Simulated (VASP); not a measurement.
# Al15As16 (a cell with a defect) in VASP: further runs

The runs below take Al15As16 (a cell with a defect) through single point, with PBE.

All numbers are computed with VASP 6.6.1; they aren't measurements. Logs are shortened: lines on timing, memory, paths and dates and some standing lists are left out, and cuts for length are marked.

## (1) The cell of the first run

The cell holds a defect, 31 atoms: a = 9.921 Å, b = 9.921 Å, c = 9.921 Å, α = 109.47°, β = 109.47°, γ = 109.47°.

## (2) Single point, PBE, collinear spin (atoms taken out, then relaxed in part)

The input, INCAR:

```
PREC     = Accurate       # precision mode
ENCUT    = 400            # plane-wave cutoff, eV
EDIFF    = 1E-6           # SCF threshold, eV
ISMEAR   = 0              # smearing method
SIGMA    = 0.01           # smearing width, eV
LREAL    = Auto         
LASPH    = T              # aspherical terms in the spheres
NELM     = 200            # most SCF steps
ALGO     = Normal         # electronic algorithm
ISIF     = 2              # what is computed and relaxed
LWAVE    = F              # write WAVECAR
LCHARG   = T              # write CHGCAR
ISPIN    = 2              # spin polarisation
MAGMOM   = 0 0 0 0 0 0 0 0 0 0 0 0 0 0 0 0.75 0 0 0 0 0 0 0 0 0 0 0 0 0.75 0.75 0.75 # initial moments
LORBIT   = 11             # projections on sites
GGA      = PE             # functional
LELF     = T              # ELF
LVHAR    = T            
NBANDS   = 88             # bands
GGA_COMPAT= F
```

The input, KPOINTS:

```
Automatic mesh
0
Gamma
  3 3 3
```

The input, POSCAR:

```
Al15As16
1.0
    5.7279123210      5.7279123210      5.7279123210
   -5.7279123210      5.7279123210     -5.7279123210
   -5.7279123210     -5.7279123210      5.7279123210
Al As
15 16
Direct
    0.5000000000      0.5014768085     -0.0028114441
    0.7471885559      0.5014768085      0.7500000000
    0.5000000000      0.2500000000      0.2500000000
    0.7485231915      0.2457117474     -0.0014768085
    0.0000000000      0.2500000000      0.7500000000
    0.5000000000     -0.0028114441      0.5014768085
    0.7485231915     -0.0014768085      0.2457117474
   -0.0042882526     -0.0014768085     -0.0014768085
    0.2514768085     -0.0028114441      0.7500000000
    0.7471885559      0.7500000000      0.5014768085
    0.0000000000      0.7500000000      0.2500000000
    0.2514768085      0.7500000000     -0.0028114441
    0.0042882527      0.5028114441      0.5028114441
    0.2528114441      0.5028114441      0.2542882527
    0.2528114441      0.2542882527      0.5028114441
    0.7416268300     -0.0083731700     -0.0083731700
    0.7491745328      0.7500000000      0.2502119894
    0.0002119894      0.7500000000     -0.0008254672
    0.7510374566      0.5008254672      0.5008254672
   -0.0002119894      0.4989625435      0.2497880106
    0.2508254672      0.5008254672      0.0010374565
    0.7491745328      0.2502119894      0.7500000000
   -0.0002119894      0.2497880106      0.4989625435
    0.2489625434      0.2497880106      0.2497880106
    0.5000000000      0.2502119894     -0.0008254672
    0.0002119894     -0.0008254672      0.7500000000
    0.2508254672      0.0010374565      0.5008254672
    0.5000000000     -0.0008254672      0.2502119894
    0.2583731700      0.7500000000      0.7500000000
    0.5000000000      0.7500000000      0.5083731700
    0.5000000000      0.5083731700      0.7500000000
```

Potentials or basis: VASP PAW PBE potentials, release 64 (Al, As).

Launch:

```console
$ cat potpaw_PBE.64/Al/POTCAR potpaw_PBE.64/As/POTCAR > POTCAR
$ mpirun -np 1 vasp_std > vasp.out
```

OUTCAR:

```text
PREC = Accurate
   ENCUT = 400
   EDIFF = 1E-6
   ISMEAR = 0
   LREAL = Auto
   LASPH = T
   NELM = 200
   ISIF = 2
   ISPIN = 2
   LORBIT = 11
   GGA = PE

 ion  position               nearest neighbor table
   1  0.500  0.501  0.997-  31 2.48  21 2.48  17 2.48  25 2.50
   2  0.747  0.501  0.750-  31 2.48  19 2.48  18 2.48  22 2.50
   3  0.500  0.250  0.250-  19 2.49  24 2.49  25 2.49  28 2.49
   4  0.749  0.246  0.999-  16 2.48  25 2.48  22 2.48  20 2.50
   5  0.000  0.250  0.750-  23 2.49  21 2.49  22 2.49  26 2.49
   6  0.500  0.997  0.501-  30 2.48  27 2.48  22 2.48  28 2.50
   7  0.749  0.999  0.246-  16 2.48  17 2.48  28 2.48  23 2.50
   8  0.996  0.999  0.999-  16 2.48  18 2.48  26 2.48  24 2.50
   9  0.251  0.997  0.750-  29 2.48  27 2.48  25 2.48  26 2.50
  10  0.747  0.750  0.501-  30 2.48  19 2.48  26 2.48  17 2.50
  11  0.000  0.750  0.250-  20 2.49  27 2.49  17 2.49  18 2.49
  12  0.251  0.750  0.997-  29 2.48  21 2.48  28 2.48  18 2.50
  13  0.004  0.503  0.503-  29 2.48  23 2.48  20 2.48  19 2.50
  14  0.253  0.503  0.254-  30 2.48  24 2.48  20 2.48  21 2.50
  15  0.253  0.254  0.503-  31 2.48  24 2.48  23 2.48  27 2.50
  16  0.742  0.992  0.992-   4 2.48   7 2.48   8 2.48
  17  0.749  0.750  0.250-   7 2.48   1 2.48  11 2.49  10 2.50
  18  0.000  0.750  0.999-   2 2.48   8 2.48  11 2.49  12 2.50
  19  0.751  0.501  0.501-   2 2.48  10 2.48   3 2.49  13 2.50
  20  1.000  0.499  0.250-  13 2.48  14 2.48  11 2.49   4 2.50
  21  0.251  0.501  0.001-   1 2.48  12 2.48   5 2.49  14 2.50
  22  0.749  0.250  0.750-   4 2.48   6 2.48   5 2.49   2 2.50
  23  1.000  0.250  0.499-  13 2.48  15 2.48   5 2.49   7 2.50
  24  0.249  0.250  0.250-  15 2.48  14 2.48   3 2.49   8 2.50
  25  0.500  0.250  0.999-   4 2.48   9 2.48   3 2.49   1 2.50
  26  0.000  0.999  0.750-   8 2.48  10 2.48   5 2.49   9 2.50
  27  0.251  0.001  0.501-   9 2.48   6 2.48  11 2.49  15 2.50
  28  0.500  0.999  0.250-   7 2.48  12 2.48   3 2.49   6 2.50
  29  0.258  0.750  0.750-  13 2.48  12 2.48   9 2.48
  30  0.500  0.750  0.508-  14 2.48  10 2.48   6 2.48
  31  0.500  0.508  0.750-  15 2.48   2 2.48   1 2.48

  LATTYP: Found a body centered cubic cell.
 ALAT       =    11.4558246420

  Lattice vectors:

 A1 = (   5.7279123210,   5.7279123210,   5.7279123210)
 A2 = (  -5.7279123210,   5.7279123210,  -5.7279123210)
 A3 = (  -5.7279123210,  -5.7279123210,   5.7279123210)

Analysis of symmetry for initial positions (statically):
=====================================================================
 Subroutine PRICEL returns:
 Original cell was already a primitive cell.

 Routine SETGRP: Setting up the symmetry group for a
 body centered cubic supercell.

 Subroutine GETGRP returns: Found 24 space group operations
 (whereof  2 operations were pure point group operations)
 out of a pool of 48 trial point group operations.

The static configuration has the point symmetry C_1h.
 The point group associated with its full space group is T_d .

Analysis of symmetry for dynamics (positions and initial velocities):
=====================================================================
 Subroutine PRICEL returns:
 Original cell was already a primitive cell.

 Routine SETGRP: Setting up the symmetry group for a
 body centered cubic supercell.

 Subroutine GETGRP returns: Found 24 space group operations
 (whereof  2 operations were pure point group operations)
 out of a pool of 48 trial point group operations.

The dynamic configuration has the point symmetry C_1h.
 The point group associated with its full space group is T_d .

Analysis of structural, dynamic, and magnetic symmetry:
=====================================================================
 Subroutine PRICEL returns:
 Original cell was already a primitive cell.

 Routine SETGRP: Setting up the symmetry group for a
 body centered cubic supercell.

 Subroutine GETGRP returns: Found 24 space group operations
 (whereof  2 operations were pure point group operations)
 out of a pool of 48 trial point group operations.
[... 120 lines left out ...]
 -0.333333  0.333333  0.333333      6.000000
   k-points           NKPTS =      4   k-points in BZ     NKDIM =      4   number of bands    NBANDS=     88
   number of dos      NEDOS =    301   number of ions     NIONS =     31
   total plane-waves  NPLWV = 343000
   dimension x,y,z NGX =    70 NGY =   70 NGZ =   70
   dimension x,y,z NGXF=   140 NGYF=  140 NGZF=  140
   ions per type =              15  16
   NGX,Y,Z   is equivalent  to a cutoff of  11.73, 11.73, 11.73 a.u.
   NGXF,Y,Z  is equivalent  to a cutoff of  23.46, 23.46, 23.46 a.u.
 SYSTEM =  unknown system
   PREC   = accura    normal or accurate (medium, high low for compatibility)
   ISTART =      0    job   : 0-new  1-cont  2-samecut
   ICHARG =      2    charge: 1-file 2-atom 10-const
   ISPIN  =      2    spin polarized calculation?
   LNONCOLLINEAR =      F non collinear calculations
   LSORBIT =      F    spin-orbit coupling
   LASPH  =      T    aspherical Exc in radial PAW
   ENCUT  =  400.0 eV  29.40 Ry    5.42 a.u.  16.18 16.18 16.18*2*pi/ulx,y,z
   NELM   =    200;   NELMIN=  2; NELMDL= -5     # of ELM steps
   EDIFF  = 0.1E-05   stopping-criterion for ELM
   LREAL  =      T    real-space projection
   EDIFFG = 0.1E-04   stopping-criterion for IOM
   NSW    =      0    number of steps for IOM
   IBRION =     -1    ionic relax: 0-MD 1-quasi-New 2-CG
   NFREE  =      0    steps in history (QN), initial steepest desc. (CG)
   ISIF   =      2    stress and relaxation
   ISYM   =      2    0-nonsym 1-usesym 2-fastsym
   POTIM  = 0.5000    time-step for ionic-motion
   TEBEG  =    0.0;   TEEND  =   0.0 temperature during run
   PSTRESS=    0.0 pullay stress
   NELECT =     125.0000    total number of electrons
   NUPDOWN=      -1.0000    fix difference up-down
   EMIN   =  10.00;   EMAX   =-10.00  energy-range for DOS
   EFERMI =   0.00;   METHOD = LEGACY
   ISMEAR =     0;   SIGMA  =   0.01  broadening in eV -4-tet -1-fermi 0-gaus
   EFERMI_NEDOS =   21; number of points for ismear=-14 and -15
   IALGO  =     38    algorithm
   IMIX   =      4    mixing-type and parameters
     AMIX     =   0.40;   BMIX     =  1.00
     AMIX_MAG =   1.60;   BMIX_MAG =  1.00
  volume/ion in A,a.u.               =      24.25       163.64
  Fermi-wavevector in a.u.,A,eV,Ry     =   0.900247  1.701221 11.026776  0.810445
  Thomas-Fermi vector in A             =   2.023181
   LORBIT       =     11    0 simple, 1 ext, 2 COOP (PROOUT), +10 PAW based schemes
   GGA     = PE    functional components
   LHFCALC =     F    Hartree Fock is set to
   AEXX    =    0.0000 exact exchange contribution
   IVDW    =     0    specifies the selected vdW correction
   LEPSILON=     F    determine dielectric tensor
   LRPA    =     F    only Hartree local field effects (RPA)
 spin polarized calculation
 Gauss-broadening in eV      SIGMA  =   0.01
  energy-cutoff  :      400.00
  volume of cell :      751.71
 maximum number of plane-waves:     13668
 NGX is ok and might be reduce to    70
   NGX = 33   NGY = 33   NGZ = 33

 number of electron     124.9999983 magnetization       1.8888242

 Free energy of the ion-electron system (eV)
  ---------------------------------------------------
  ext. energy  EPLUGINS =         0.00000000
  ---------------------------------------------------
  free energy    TOTEN  =      -142.42602840 eV

  energy without entropy =     -142.42502947  energy(sigma->0) =     -142.42552893

 E-fermi :   3.2182     XC(G=0):  -8.8070

 val. band max:        3.2134384304   @ k =   0.3333   0.0000   0.0000
 cond. band min:       3.4457636720   @ k =   0.3333   0.3333   0.0000
 fundamental gap:      0.2323252416
 Fermi energy:         3.2182083002

 spin component 1

 k-point     1 :       0.0000    0.0000    0.0000
  band No.  band energies     occupation
      1      -8.3242      1.00000
      2      -7.1333      1.00000
      3      -7.1333      1.00000
      4      -7.1333      1.00000
      5      -7.1267      1.00000
      6      -7.1267      1.00000
[... 297 lines left out ...]
     73       6.4709      0.00000
     74       6.5085      0.00000
 Fermi energy:         3.2182083002

 spin component 2

 k-point     1 :       0.0000    0.0000    0.0000
  band No.  band energies     occupation
      1      -8.2772      1.00000
      2      -7.1126      1.00000
      3      -7.1126      1.00000
      4      -7.1126      1.00000
      5      -7.1038      1.00000
      6      -7.1038      1.00000
[... 297 lines left out ...]
     73       6.5099      0.00000
     74       6.5421      0.00000
 [bands above 74 left out]

------------------------ aborting loop because EDIFF is reached ----------------------------------------

  FORCE on cell =-STRESS in cart. coord.  units (eV):
  Direction    XX          YY          ZZ          XY          YZ          ZX
  --------------------------------------------------------------------------------------
  -------------------------------------------------------------------------------------
  Total       -2.5194274     -2.5194274     -2.5194274     -0.0000000      0.0000000      0.0000000
  in kB       -5.3698648     -5.3698648     -5.3698648     -0.0000000      0.0000000      0.0000000
  external PRESSURE =      -5.3698648 kB  Pullay stress =       0.0000000 kB

 VOLUME and BASIS-vectors are now :
 -----------------------------------------------------------------------------
  energy-cutoff  :      400.00
  volume of cell :      751.71
      direct lattice vectors                 reciprocal lattice vectors
     5.727912321  5.727912321  5.727912321     0.000000000  0.087291839  0.087291839
    -5.727912321  5.727912321 -5.727912321    -0.087291839  0.087291839  0.000000000
    -5.727912321 -5.727912321  5.727912321    -0.087291839  0.000000000  0.087291839

 POSITION                                       TOTAL-FORCE (eV/Angst)
 -----------------------------------------------------------------------------------
     -5.72027      0.02456      5.70335        -0.018264      0.002147     -0.002147
     -2.88852      2.85631      5.70335        -0.002147      0.018264     -0.002147
      0.00000      2.86396      2.86396         0.000000     -0.000000      0.000000
     -2.83939     -0.02456      8.59951         0.002147     -0.002147     -0.018264
     -5.72791     -2.86396      2.86396         0.000000     -0.000000      0.000000
     -5.72027      5.70335      0.02456        -0.018264     -0.002147      0.002147
[... 23 lines left out ...]
     -4.34390      4.24797      1.47994        -0.026388     -0.026388      0.026388
     -4.34390      1.47994      4.24797        -0.026388      0.026388     -0.026388
 -----------------------------------------------------------------------------------
    total drift:                                0.000009     -0.000011     -0.000008

  FREE ENERGIE OF THE ION-ELECTRON SYSTEM (eV)
  ---------------------------------------------------
  free  energy   TOTEN  =      -142.4260283969 eV

  energy  without entropy=     -142.4250294726  energy(sigma->0) =     -142.42552893

 total charge

# of ion       s       p       d       tot
------------------------------------------
    1        0.406   0.354   0.000   0.760
    2        0.406   0.354   0.000   0.760
    3        0.407   0.352   0.000   0.759
    4        0.406   0.354   0.000   0.760
    5        0.407   0.352   0.000   0.759
    6        0.406   0.354   0.000   0.760
[... 23 lines left out ...]
   30        1.234   1.530   0.020   2.784
   31        1.234   1.530   0.020   2.784
--------------------------------------------------
tot         25.419  31.109   0.361  56.889

 magnetization (x)

# of ion       s       p       d       tot
------------------------------------------
    1       -0.000   0.002   0.000   0.002
    2       -0.000   0.002   0.000   0.002
    3        0.001   0.005   0.000   0.006
    4       -0.000   0.002   0.000   0.002
    5        0.001   0.005   0.000   0.006
    6       -0.000   0.002   0.000   0.002
[... 23 lines left out ...]
   30        0.012   0.152   0.000   0.164
   31        0.012   0.152   0.000   0.164
--------------------------------------------------
tot          0.054   0.827   0.003   0.885
```

Run time: 18 min. Hardware: 1 thread of Intel Xeon Platinum 8259CL at 2.50GHz (Skylake/Cascade Lake), shared host; peak memory 1 GiB.

Results:

| Item | Value |
| --- | --- |
| Free energy | -142.4260 eV |
| Pressure | -0.5 GPa |
| Largest force | 0.046 eV/Å |
| Net moment | 1.89 μB per cell |
| Site moments | Al +0.00, +0.01 (each value once); As +0.16, +0.02 (each value once) μB |
| Valence electrons inside the program's atomic spheres | Al 0.76; As 2.78, 2.86 (each value once) |

Forces in eV/Å, atoms in the order of the input:
```
Al  -0.018  0.002 -0.002
Al  -0.002  0.018 -0.002
Al   0.000  0.000  0.000
Al   0.002 -0.002 -0.018
Al   0.000  0.000  0.000
Al  -0.018 -0.002  0.002
Al   0.002 -0.018 -0.002
Al   0.018 -0.002 -0.002
Al   0.002  0.018  0.002
Al  -0.002 -0.002  0.018
Al   0.000  0.000  0.000
Al   0.002  0.002  0.018
Al   0.018  0.002  0.002
Al  -0.002 -0.018  0.002
Al  -0.002  0.002 -0.018
As   0.026 -0.026 -0.026
As   0.004  0.004 -0.019
As  -0.004 -0.004 -0.019
As  -0.019 -0.004 -0.004
As  -0.004  0.004  0.019
As   0.004  0.019 -0.004
As   0.004 -0.019  0.004
As  -0.004  0.019  0.004
As  -0.019  0.004  0.004
As   0.019 -0.004  0.004
As  -0.004 -0.019 -0.004
As   0.004 -0.004  0.019
As   0.019  0.004 -0.004
As   0.026  0.026  0.026
As  -0.026 -0.026  0.026
As  -0.026  0.026 -0.026
```

Caveat: the cell differs from its parent crystal (atoms taken out, then relaxed in part).

(Continued in part 2 of 3.)
